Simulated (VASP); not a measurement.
Input of a VASP 6.6.1 run:

INCAR

```
ALGO = Normal ; EDIFF = 1E-6
EDIFFG = -0.03 ; ENCUT = 600
GGA = PE ; IBRION = 2
ISIF = 8 ; ISMEAR = -1
LASPH = True ; LCHARG = False
LREAL = False ; LWAVE = False
NELM = 100 ; NSW = 80
PREC = Accurate ; SIGMA = 0.1
```

The input KPOINTS:

```
k-points
0
Gamma
  6 6 6
```

Contents of POSCAR:

```
ScAl3
1.0
    4.0878065700      0.0000000000      0.0000000000
    0.0000000000      4.0878065700      0.0000000000
    0.0000000000      0.0000000000      4.0878065700
Sc Al
1 3
Direct
    0.0000000000      0.0000000000      0.0000000000
    0.5000000000      0.0000000000      0.5000000000
    0.0000000000      0.5000000000      0.5000000000
    0.5000000000      0.5000000000      0.0000000000
```

Potentials or basis: VASP PAW PBE potentials, release 64 (Sc_sv, Al).

Launch:

```bash
$ cat potpaw_PBE.64/Sc_sv/POTCAR potpaw_PBE.64/Al/POTCAR > POTCAR
$ mpirun -np 1 vasp_std > vasp.out
```

Problem. What does it give for the relaxed cell?

Solution. a = 4.107 Å, b = 4.107 Å, c = 4.107 Å, α = 90.00°, β = 90.00°, γ = 90.00°.

Problem. Estimate the band gap on the k mesh.

Solution. Zero (band 10 reaches 7.93 eV, above the bottom of band 11 at 4.20 eV).

Step by step:
```tsv
step	energy change (eV)	largest force (eV/Å)	pressure (GPa)	volume (Å³)
1	0.0000	0.0000	1.25	68.31
2	-0.0033	0.0000	-0.43	69.63
3	-0.0038	0.0000	0.00	69.28
```
